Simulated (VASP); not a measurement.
The system is NaTmI4.

```xyz
6
Lattice="0.0000 4.9348 4.9348 4.9348 0.0000 4.9348 4.9348 4.9348 0.0000" Properties=species:S:1:pos:R:3 pbc="T T T"
Na    2.4674    2.4674    2.4674
Tm    0.0000    0.0000    0.0000
I     3.7023    6.1673    3.7023
I     3.7023    3.7023    6.1673
I     6.1673    6.1673    6.1673
I     6.1673    3.7023    3.7023
```

The cell was built from a structure type or drawn by symmetry, and may not be a known phase.

```yaml
Program: VASP 6.6.1
Task: relaxation of cell and atoms
Functional: PBE
Potentials_or_basis: VASP PAW PBE potentials, release 64 (Na_pv, Tm_3, I), 4f in core
Cutoff: 500 eV
k_mesh: 8 × 8 × 8
Occupations: gaussian, width 0.1 eV
Spin: no spin polarisation
```

At the start: pressure 0.7 GPa; volume 40.06 Å³/atom.

Task: How do energy, volume and symmetry change on relaxing?

Result: Over 6 steps the energy falls by 4.1 meV/atom and the volume is 41.84 Å³/atom (+4.5 %); space group F-43m (No. 216, to 0.1 Å) before and after.

Step by step:
```csv
step,energy change (eV),largest force (eV/Å),pressure (GPa),volume (Å³)
1,0.0000,0.0902,0.70,240.35
2,-0.0199,0.0538,0.27,246.51
3,-0.0242,0.0291,-0.03,251.45
4,-0.0242,0.0301,-0.01,251.22
5,-0.0243,0.0156,-0.01,251.13
6,-0.0244,0.0028,0.00,251.04
```

Final structure:
```
Na Tm I
1.0
     0.00000    5.00694    5.00694
     5.00694    0.00000    5.00694
     5.00694    5.00694    0.00000
Na Tm I
1 1 4
Direct
  0.25000 0.25000 0.25000
  0.00000 0.00000 0.00000
  0.62550 0.12350 0.62550
  0.62550 0.62550 0.12350
  0.62550 0.62550 0.62550
  0.12350 0.62550 0.62550
```

Caveat: the run has no spin polarisation, though such a crystal can be magnetic.
